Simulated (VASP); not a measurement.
# O (Fmmm) in VASP: single point with LDA

Aim: the single point of O with LDA.

All numbers are computed with VASP 6.6.1; they aren't measurements. Logs are shortened: lines on timing, memory, paths and dates and some standing lists are left out, and cuts for length are marked.

## Step 1: The cell of the first run

Symmetry: Fmmm, No. 69, orthorhombic system. Conventional cell: a = 2.957 Å, b = 4.215 Å, c = 6.690 Å, α = 90.00°, β = 90.00°, γ = 90.00°. O (site symmetry mm2) has 1 O at 1.17 Å within 1.6 Å.

## Step 2: Single point, LDA

Contents of INCAR:

```
SYSTEM = O
  PREC = Accurate
  ENCUT = 520
  EDIFF = 1E-6
  ISMEAR = 0
  SIGMA = 0.1
  LREAL = .False.
  LASPH = .True.
  NELM = 80
  ALGO = Normal
  ISIF = 2
  LWAVE = .False.
  LCHARG = .False.
  NBANDS = 13
```

Contents of KPOINTS:

```
regular mesh
0
Gamma
  8 8 8
  0 0 0
```

Contents of POSCAR:

```
O
1.0
    0.0000000000      2.1075500000      3.3448500000
    1.4783500000      0.0000000000      3.3448500000
    1.4783500000      2.1075500000      0.0000000000
O
2
Direct
    0.0871000000      0.0871000000      0.9129000000
    0.9129000000      0.9129000000      0.0871000000
```

Potentials or basis: VASP PAW LDA potentials, release 64 (O).

Launch:

```console
$ cat potpaw_LDA.64/O/POTCAR > POTCAR
$ mpirun -np 1 vasp_std > vasp.out
```

OUTCAR:

```text
SYSTEM = O
   PREC = Accurate
   ENCUT = 520
   EDIFF = 1E-6
   ISMEAR = 0
   LREAL = .False.
   LASPH = .True.
   NELM = 80
   ISIF = 2

 ion  position               nearest neighbor table
   1  0.087  0.087  0.913-   2 1.17
   2  0.913  0.913  0.087-   1 1.17

  LATTYP: Found a face centered orthorhombic cell.
 ALAT       =     2.9567000000
 B/A-ratio  =     1.4256096324
 C/A-ratio  =     2.2625562282

  Lattice vectors:

 A1 = (   0.0000000000,   2.1075500000,   3.3448500000)
 A2 = (   1.4783500000,   0.0000000000,   3.3448500000)
 A3 = (   1.4783500000,   2.1075500000,   0.0000000000)

Analysis of symmetry for initial positions (statically):
=====================================================================
 Subroutine PRICEL returns:
 Original cell was already a primitive cell.

 Routine SETGRP: Setting up the symmetry group for a
 face centered orthorhombic supercell.

 Subroutine GETGRP returns: Found  8 space group operations
 (whereof  8 operations were pure point group operations)
 out of a pool of  8 trial point group operations.

The static configuration has the point symmetry D_2h.

Analysis of symmetry for dynamics (positions and initial velocities):
=====================================================================
 Subroutine PRICEL returns:
 Original cell was already a primitive cell.

 Routine SETGRP: Setting up the symmetry group for a
 face centered orthorhombic supercell.

 Subroutine GETGRP returns: Found  8 space group operations
 (whereof  8 operations were pure point group operations)
 out of a pool of  8 trial point group operations.

The dynamic configuration has the point symmetry D_2h.

 Subroutine INISYM returns: Found  8 space group operations
 (whereof  8 operations are pure point group operations),
 and found     1 'primitive' translations

----------------------------------------------------------------------------------------

                                     Primitive cell

  volume of cell :      20.8431

  direct lattice vectors                    reciprocal lattice vectors
     0.000000000  2.107550000  3.344850000    -0.338214902  0.237242296  0.149483534
     1.478350000  0.000000000  3.344850000     0.338214902 -0.237242296  0.149483534
     1.478350000  2.107550000  0.000000000     0.338214902  0.237242296 -0.149483534

  length of vectors
     3.953452735  3.656985131  2.574351515     0.439338769  0.439338769  0.439338769

  position of ions in fractional coordinates (direct lattice)
     0.087100000  0.087100000  0.912900000
     0.912900000  0.912900000  0.087100000

  ion indices of the primitive-cell ions
   primitive index   ion index
                 1           1
                 2           2

----------------------------------------------------------------------------------------

 KPOINTS: regular mesh

Automatic generation of k-mesh.
 Grid dimensions read from file:
 generate k-points for:    8    8    8

 Generating k-lattice:

  Cartesian coordinates                     Fractional coordinates (reciprocal lattice)
    -0.042276863  0.029655287  0.018685442     0.125000000  0.000000000 -0.000000000
     0.042276863 -0.029655287  0.018685442     0.000000000  0.125000000  0.000000000
     0.042276863  0.029655287 -0.018685442    -0.000000000  0.000000000  0.125000000

  Length of vectors
     0.054917346  0.054917346  0.054917346

  Shift w.r.t. Gamma in fractional coordinates (k-lattice)
     0.000000000  0.000000000  0.000000000

 Subroutine IBZKPT returns following result:
 ===========================================

 Found     95 irreducible k-points:

 Following reciprocal coordinates:
            Coordinates               Weight
  0.000000  0.000000  0.000000      1.000000
  0.125000 -0.000000 -0.000000      8.000000
  0.250000 -0.000000 -0.000000      8.000000
  0.375000 -0.000000  0.000000      8.000000
  0.500000 -0.000000 -0.000000      4.000000
  0.125000  0.125000  0.000000      2.000000
[... 16 lines left out ...]
  0.250000 -0.000000  0.125000      8.000000
  0.375000 -0.000000  0.125000      8.000000
 [... further k-points ...]
   k-points           NKPTS =     95   k-points in BZ     NKDIM =     95   number of bands    NBANDS=     13
   number of dos      NEDOS =    301   number of ions     NIONS =      2
   total plane-waves  NPLWV =  16800
   dimension x,y,z NGX =    30 NGY =   28 NGZ =   20
   dimension x,y,z NGXF=    60 NGYF=   56 NGZF=   40
   ions per type =               2
   NGX,Y,Z   is equivalent  to a cutoff of  12.62, 12.73, 12.92 a.u.
   NGXF,Y,Z  is equivalent  to a cutoff of  25.23, 25.46, 25.83 a.u.
 SYSTEM =  O
   PREC   = accura    normal or accurate (medium, high low for compatibility)
   ISTART =      0    job   : 0-new  1-cont  2-samecut
   ICHARG =      2    charge: 1-file 2-atom 10-const
   ISPIN  =      1    spin polarized calculation?
   LNONCOLLINEAR =      F non collinear calculations
   LSORBIT =      F    spin-orbit coupling
   LASPH  =      T    aspherical Exc in radial PAW
   ENCUT  =  520.0 eV  38.22 Ry    6.18 a.u.   7.35  6.80  4.79*2*pi/ulx,y,z
   NELM   =     80;   NELMIN=  2; NELMDL= -5     # of ELM steps
   EDIFF  = 0.1E-05   stopping-criterion for ELM
   LREAL  =      F    real-space projection
   EDIFFG = 0.1E-04   stopping-criterion for IOM
   NSW    =      0    number of steps for IOM
   IBRION =     -1    ionic relax: 0-MD 1-quasi-New 2-CG
   NFREE  =      0    steps in history (QN), initial steepest desc. (CG)
   ISIF   =      2    stress and relaxation
   ISYM   =      2    0-nonsym 1-usesym 2-fastsym
   POTIM  = 0.5000    time-step for ionic-motion
   TEBEG  =    0.0;   TEEND  =   0.0 temperature during run
   PSTRESS=    0.0 pullay stress
   NELECT =      12.0000    total number of electrons
   NUPDOWN=      -1.0000    fix difference up-down
   EMIN   =  10.00;   EMAX   =-10.00  energy-range for DOS
   EFERMI =   0.00;   METHOD = LEGACY
   ISMEAR =     0;   SIGMA  =   0.10  broadening in eV -4-tet -1-fermi 0-gaus
   EFERMI_NEDOS =   21; number of points for ismear=-14 and -15
   IALGO  =     38    algorithm
   IMIX   =      4    mixing-type and parameters
     AMIX     =   0.40;   BMIX     =  1.00
     AMIX_MAG =   1.60;   BMIX_MAG =  1.00
  volume/ion in A,a.u.               =      10.42        70.33
  Fermi-wavevector in a.u.,A,eV,Ry     =   1.361909  2.573634 25.236021  1.854795
  Thomas-Fermi vector in A             =   2.488444
   LORBIT       =      0    0 simple, 1 ext, 2 COOP (PROOUT), +10 PAW based schemes
   GGA     = CA    functional components
   LHFCALC =     F    Hartree Fock is set to
   AEXX    =    0.0000 exact exchange contribution
   IVDW    =     0    specifies the selected vdW correction
   LEPSILON=     F    determine dielectric tensor
   LRPA    =     F    only Hartree local field effects (RPA)
 non-spin polarized calculation
 Gauss-broadening in eV      SIGMA  =   0.10
  energy-cutoff  :      520.00
  volume of cell :       20.84
 maximum number of plane-waves:       582
 NGX is ok and might be reduce to    30
   NGX = 15   NGY = 13   NGZ =  9

 number of electron      12.0000001 magnetization

 Free energy of the ion-electron system (eV)
  ---------------------------------------------------
  ext. energy  EPLUGINS =         0.00000000
  ---------------------------------------------------
  free energy    TOTEN  =       -10.67229662 eV

  energy without entropy =      -10.66553387  energy(sigma->0) =      -10.66891525

 E-fermi :   1.1249     XC(G=0): -10.6315

 val. band max:        1.1086615088   @ k =   0.5000   0.2500   0.1250
 cond. band min:       1.1492925833   @ k =  -0.2500   0.2500   0.3750
 fundamental gap:      0.0406310745
 Fermi energy:         1.1249256363

 k-point     1 :       0.0000    0.0000    0.0000
  band No.  band energies     occupation
      1     -27.5263      2.00000
      2     -12.4445      2.00000
      3      -8.5641      2.00000
      4      -5.4849      2.00000
      5      -5.1588      2.00000
      6       1.7311      0.00000
      7       2.3060      0.00000
      8      10.1309      0.00000
      9      13.1021      0.00000
     10      16.0039      0.00000
     11      20.5622      0.00000
     12      21.4597      0.00000
     13      25.8327      0.00000

 k-point     2 :       0.1250   -0.0000   -0.0000
  band No.  band energies     occupation
      1     -27.4503      2.00000
      2     -12.4609      2.00000
      3      -8.4024      2.00000
      4      -5.7404      2.00000
      5      -5.2907      2.00000
      6       1.4830      0.00000
      7       2.1720      0.00000
      8      10.6284      0.00000
      9      13.1229      0.00000
     10      15.9331      0.00000
     11      20.5305      0.00000
     12      21.2240      0.00000
     13      24.3564      0.00000

 k-point     3 :       0.2500   -0.0000   -0.0000
  band No.  band energies     occupation
      1     -27.2618      2.00000
      2     -12.4668      2.00000
      3      -8.1575      2.00000
      4      -6.3688      2.00000
      5      -5.4101      2.00000
      6       0.7266      2.00000
      7       2.0791      0.00000
      8      11.4916      0.00000
      9      13.3315      0.00000
     10      16.2208      0.00000
     11      18.4782      0.00000
     12      21.5006      0.00000
     13      23.3989      0.00000
[... 305 lines left out ...]
 k-point    23 :       0.2500   -0.0000    0.1250
  band No.  band energies     occupation
      1     -27.2615      2.00000
      2     -12.2343      2.00000
      3      -8.3459      2.00000
      4      -6.2453      2.00000
      5      -5.6159      2.00000
      6       0.9527      1.98513
      7       1.9043      0.00000
      8      11.6460      0.00000
      9      13.2706      0.00000
     10      16.3819      0.00000
     11      18.9664      0.00000
     12      21.2715      0.00000
     13      23.9810      0.00000

 k-point    24 :       0.3750   -0.0000    0.1250
  band No.  band energies     occupation
      1     -27.0658      2.00000
      2     -12.2205      2.00000
      3      -8.3251      2.00000
      4      -6.6021      2.00000
      5      -5.7306      2.00000
      6       0.1599      2.00000
      7       1.8905      0.00000
      8      12.0697      0.00000
      9      13.9119      0.00000
     10      16.7901      0.00000
     11      17.2162      0.00000
     12      20.2070      0.00000
     13      24.8953      0.00000

 [... further k-points ...]
[... 5 lines left out ...]
  --------------------------------------------------------------------------------------
  -------------------------------------------------------------------------------------
  Total       -1.1906089     -1.8497189      6.3033724      0.0000000      0.0000000      0.0000000
  in kB      -91.5203974   -142.1852389    484.5312034      0.0000000      0.0000000      0.0000000
  external PRESSURE =      83.6085224 kB  Pullay stress =       0.0000000 kB

 VOLUME and BASIS-vectors are now :
 -----------------------------------------------------------------------------
  energy-cutoff  :      520.00
  volume of cell :       20.84
      direct lattice vectors                 reciprocal lattice vectors
     0.000000000  2.107550000  3.344850000    -0.338214902  0.237242296  0.149483534
     1.478350000  0.000000000  3.344850000     0.338214902 -0.237242296  0.149483534
     1.478350000  2.107550000  0.000000000     0.338214902  0.237242296 -0.149483534

 POSITION                                       TOTAL-FORCE (eV/Angst)
 -----------------------------------------------------------------------------------
      1.47835      2.10755      0.58267         0.000000      0.000000      4.996712
      1.47835      2.10755      6.10703         0.000000      0.000000     -4.996712
 -----------------------------------------------------------------------------------
    total drift:                                0.000000      0.000000      0.000000

  FREE ENERGIE OF THE ION-ELECTRON SYSTEM (eV)
  ---------------------------------------------------
  free  energy   TOTEN  =       -10.6722966195 eV

  energy  without entropy=      -10.6655338740  energy(sigma->0) =      -10.66891525
```

It took 12 s on 1 thread of Intel Xeon 6975P-C (Granite Rapids), shared host; peak memory 0.13 GiB.

What came out:

```yaml
Free_energy: -10.6723 eV
Pressure: 8.4 GPa
Largest_force: 4.997 eV/Å
Band_gap_on_the_k_mesh: zero (band 6 reaches 2.28 eV, above the bottom of band 7 at 0.48 eV)
```

Forces on the atoms (eV/Å):
```
O    0.000  0.000  4.997
O    0.000  0.000 -4.997
```

Levels at points of the mesh, in eV from the Fermi level:
```tsv
k point	band 2	band 3	band 4	band 5	band 6	band 7	band 8	band 9	band 10	band 11
(0.00, 0.00, 0.00)	-13.57	-9.69	-6.61	-6.28	0.61	1.18	9.01	11.98	14.88	19.44
(0.50, 0.00, 0.00)	-13.53	-9.59	-7.73	-6.66	-1.40	0.94	10.48	13.49	15.03	16.71
(0.50, 0.50, 0.00)	-15.14	-7.16	-6.83	-6.31	1.16	1.26	8.27	8.73	14.59	18.68
(0.50, 0.00, 0.50)	-12.63	-9.74	-7.93	-7.74	-0.79	-0.48	11.41	12.07	13.45	19.13
(0.00, 0.50, 0.50)	-13.47	-9.32	-8.05	-6.57	-2.10	0.35	10.70	10.79	16.10	18.77
```

Caveat: the standard files for N, O and F lose accuracy on very short bonds; spin is off for a triplet molecule; forces of over 1 eV/Å act on the atoms, so gaps and moduli don't describe the material at rest.
